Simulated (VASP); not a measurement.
Wanted: the native input for a VASP 6.6.1 run.

- Task: electric field gradients
- Functional: PBEsol
- Potentials or basis: VASP PAW PBE potentials, release 64 (W_sv, C)
- Cutoff: 520 eV
- k mesh: 13 × 13 × 12
- Occupations: fermi-dirac, width 0.05 eV
- Spin: no spin polarisation
- Dipole correction: no
- Further INCAR settings: ALGO = Normal; EDIFF = 1e-08; NBANDS = 16

The structure of WC lies in POSCAR:

```
WC
1.0
    2.9005014360     -0.0290050144     -0.0290050144
   -1.4753697973      2.5264104345     -0.0106165721
   -0.0282900000     -0.0282900000      2.8290000000
W C
1 1
Direct
    0.0000000000      0.0000000000      0.0000000000
    0.6666666667      0.3333333333      0.5000000000
```

This cell differs from its parent crystal: equal xy, yz and zx shear strains of -2 %.

One way to write it, as run:

INCAR

```
SYSTEM = WC
  PREC = Accurate
  ENCUT = 520
  EDIFF = 1E-8
  ISMEAR = -1
  SIGMA = 0.05
  LREAL = .FALSE.
  LASPH = .TRUE.
  NELM = 60
  ALGO = Normal
  ISIF = 2
  LWAVE = .FALSE.
  LCHARG = .FALSE.
  GGA = PS
  LEFG = .TRUE.
  NBANDS = 16
```

KPOINTS

```
Automatic mesh
0
G
  13 13 12
  0 0 0
```

Potentials or basis: VASP PAW PBE potentials, release 64 (W_sv, C).

Run with:

```bash
$ cat potpaw_PBE.64/W_sv/POTCAR potpaw_PBE.64/C/POTCAR > POTCAR
$ mpirun -np 1 vasp_std > vasp.out
```

Results of the run:

| Quantity | Value |
| --- | --- |
| Pressure | 1.0 GPa |
| Largest force | 0.142 eV/Å |
| Band gap on the k mesh | zero (bands 9 and 10 overlap by 1.18 eV) |
| Largest electric field gradient by atom | W -163.8; C -3.2 V/Å² |

Caveat: the cell differs from its parent crystal (equal xy, yz and zx shear strains of -2 %); without QUAD_EFG the Cq values of the log hold for a quadrupole moment of 1 mb, not for the nuclei; the PAW data sets were made with another functional, which shifts forces and pressure a little; spin-orbit coupling is left out, which moves the levels of the heavy elements.

Run time: 3.7 min on 1 thread of Intel Xeon 8259CL, on a shared host, peak memory 0.43 GiB.
